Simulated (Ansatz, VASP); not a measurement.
# CsSnI3 in VASP and in Ansatz

File INCAR:

```
ALGO     = Normal         # electronic algorithm
EDIFF    = 1E-6           # SCF threshold, eV
ENCUT    = 520            # plane-wave cutoff, eV
GGA      = PE             # functional
ISIF     = 2              # what is computed and relaxed
ISMEAR   = 0              # smearing method
LASPH    = True           # aspherical terms in the spheres
LCHARG   = False          # write CHGCAR
LREAL    = False          # projectors in reciprocal space
LWAVE    = False          # write WAVECAR
NBANDS   = 30             # bands
NELM     = 60             # most SCF steps
PREC     = Accurate       # precision mode
SIGMA    = 0.02           # smearing width, eV
```

KPOINTS

```
k-points
0
Gamma
  6 6 6
```

File POSCAR:

```
CsSnI3
1.0
    6.1549051973      0.0000000000      0.0000000000
    0.0000000000      6.1549051973      0.0000000000
    0.0000000000      0.0000000000      6.1549051973
Cs Sn I
1 1 3
Direct
    0.0000000000      0.0000000000      0.0000000000
    0.5000000000      0.5000000000      0.5000000000
    0.0000000000      0.5000000000      0.5000000000
    0.5000000000      0.0000000000      0.5000000000
    0.5000000000      0.5000000000      0.0000000000
```

Input for Ansatz:

```yaml
crystal:
  lattice:
    - [6.1549051973, 0.0, 0.0]
    - [0.0, 6.1549051973, 0.0]
    - [0.0, 0.0, 6.1549051973]
  atoms:
    - { symbol: Cs, position: [0.0, 0.0, 0.0] }
    - { symbol: Sn, position: [0.5, 0.5, 0.5] }
    - { symbol: I, position: [0.0, 0.5, 0.5] }
    - { symbol: I, position: [0.5, 0.0, 0.5] }
    - { symbol: I, position: [0.5, 0.5, 0.0] }
basis:
  ecutwfc: 420
kpoints:
  mp_grid: { grid: [6, 6, 6] }
hamiltonian:
  xc: pbe
scf:
  occupations: { method: gaussian, width: 0.02 }
output:
  forces: true
  stress: true
  eigenvalues: true
```

Alike in both runs: task single point; functional PBE; k mesh 6 × 6 × 6; occupations gaussian, width 0.02 eV; no spin polarisation.

```csv
,VASP,Ansatz
version,VASP 6.6.1,Ansatz 0.2.0
potentials or method,"VASP PAW PBE potentials, release 64 (Cs_sv, Sn_d, I), cutoff 520 eV","scalar-relativistic, plane waves, PAW"
valence electrons in the cell,44,74
```

|  | VASP | Ansatz | Ansatz less VASP |
| --- | --- | --- | --- |
| gap on the k mesh at the Fermi level (eV) | 0.19 | 0.20 | +0.006 |
| least direct gap on the mesh (eV) | 0.19 | 0.20 | +0.006 |
| pressure (GPa) | 1.1 | 1.1 | +0.01 |

VASP's potentials hold 44 valence electrons a cell and Ansatz's 74, so a difference there can come from the potentials and not from the codes.

Neither program's run includes spin-orbit coupling.
